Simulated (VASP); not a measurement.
**LiTa4O: single point with PBE**

The system is LiTa4O.

```
CELL_PARAMETERS angstrom
6.87505 0.00000 0.00000
0.00000 6.87505 0.00000
0.00000 0.00000 2.68164
ATOMIC_POSITIONS crystal
Li 0.50000 0.50000 0.50000
Ta 0.70315 0.00000 0.50000
Ta 0.29685 0.00000 0.50000
Ta 0.00000 0.70315 0.50000
Ta 0.00000 0.29685 0.50000
O 0.00000 0.00000 0.50000
```

The cell was built from a structure type or drawn by symmetry, and may not be a known phase.

```json
{"Program": "VASP 6.6.1", "Task": "single point", "Functional": "PBE", "Potentials or basis": "VASP PAW PBE potentials, release 64 (Li_sv, Ta_pv, O)", "Cutoff": "520 eV", "k mesh": "4 × 4 × 6", "Occupations": "gaussian, width 0.1 eV", "Spin": "collinear spin", "Starting moments": "[0.0, 1.0, 1.0, 1.0, 1.0, 0.0] μB", "Dipole correction": "no", "Further INCAR settings": "ALGO = Normal; EDIFF = 1e-06; NBANDS = 40"}
```

```yaml
Largest_force: 0.043 eV/Å
Net_moment: 0.00 μB per cell
Valence_electrons_inside_the_program's_atomic_spheres: Li 2.03; Ta 8.89; O 5.10
```

Forces in eV/Å, atoms in the order of the input:
```
Li   0.000  0.000  0.000
Ta  -0.043  0.000  0.000
Ta   0.043  0.000  0.000
Ta   0.000 -0.043  0.000
Ta   0.000  0.043  0.000
O    0.000  0.000  0.000
```

Levels at points of the mesh, in eV from the Fermi level:
Spin up:
| k point | band 23 | band 24 | band 25 | band 26 | band 27 | band 28 | band 29 | band 30 |
| --- | --- | --- | --- | --- | --- | --- | --- | --- |
| (0.00, 0.00, 0.00) | -1.29 | -1.24 | -1.07 | -1.07 | -0.83 | -0.76 | -0.76 | 2.00 |
| (0.50, 0.00, 0.00) | -1.99 | -1.94 | -0.98 | -0.97 | -0.64 | -0.46 | -0.09 | 2.59 |
| (0.50, 0.50, 0.00) | -1.44 | -1.44 | -1.44 | -1.23 | -0.35 | -0.35 | 0.08 | 2.82 |
| (0.00, 0.00, 0.50) | -1.07 | 0.21 | 0.28 | 0.46 | 0.46 | 0.48 | 0.48 | 0.84 |
| (0.50, 0.00, 0.50) | -0.69 | -0.53 | 0.22 | 0.54 | 0.62 | 0.81 | 1.00 | 1.10 |
| (0.50, 0.50, 0.50) | -1.00 | -0.02 | 0.08 | 0.41 | 0.41 | 1.24 | 1.76 | 1.83 |
Spin down:
```
           k point  band 24  band 25  band 26  band 27  band 28  band 29
(0.00, 0.00, 0.00)    -1.24    -1.07    -1.07    -0.83    -0.76    -0.76
(0.50, 0.00, 0.00)    -1.94    -0.98    -0.97    -0.64    -0.46    -0.09
(0.50, 0.50, 0.00)    -1.44    -1.44    -1.23    -0.35    -0.35     0.08
(0.00, 0.00, 0.50)     0.21     0.28     0.46     0.46     0.48     0.48
(0.50, 0.00, 0.50)    -0.53     0.22     0.54     0.62     0.81     1.00
(0.50, 0.50, 0.50)    -0.02     0.08     0.41     0.41     1.24     1.76
```

Wall time 5.5 min on 1 thread of Intel Xeon 8259CL (shared host), peak memory 0.38 GiB.

Caveat: the k points lie up to 0.39 Å⁻¹ apart; spin-orbit coupling is left out, which moves the levels of the heavy elements.
